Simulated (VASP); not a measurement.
SnO:

```
Sn O
1.0
     3.78810    0.00000    0.00000
     0.00000    3.78810    0.00000
     0.00000    0.00000    4.85411
Sn O
2 2
Direct
  0.50000 0.00000 0.76463
  0.00000 0.50000 0.23537
  0.00000 0.00000 0.00000
  0.50000 0.50000 0.00000
```

Base run:

* Program: VASP 6.6.1
* Functional: r2SCAN
* Potentials or basis: VASP PAW PBE potentials, release 64 (Sn_d, O)
* Cutoff: 520 eV
* k mesh: 7 × 7 × 6
* Occupations: fermi-dirac, width 0.05 eV
* Spin: no spin polarisation

Its results: band gap on the k mesh 0.42 eV (least direct gap 2.36 eV); pressure 2.2 GPa; largest force 0.313 eV/Å.

Task: The run is repeated on the same cell with these changes: cutoff from 520 eV to 660 eV; dispersion from none to rVV10. What comes out?

Result: Band gap on the k mesh 0.39 eV (least direct gap 2.32 eV); pressure 1.0 GPa; largest force 0.329 eV/Å.

Caveats: the PAW data sets were made with another functional, which shifts forces and pressure a little; spin-orbit coupling is left out, which moves the levels of the heavy elements; an odd mesh through Γ misses points on the zone boundary, where band edges can lie.
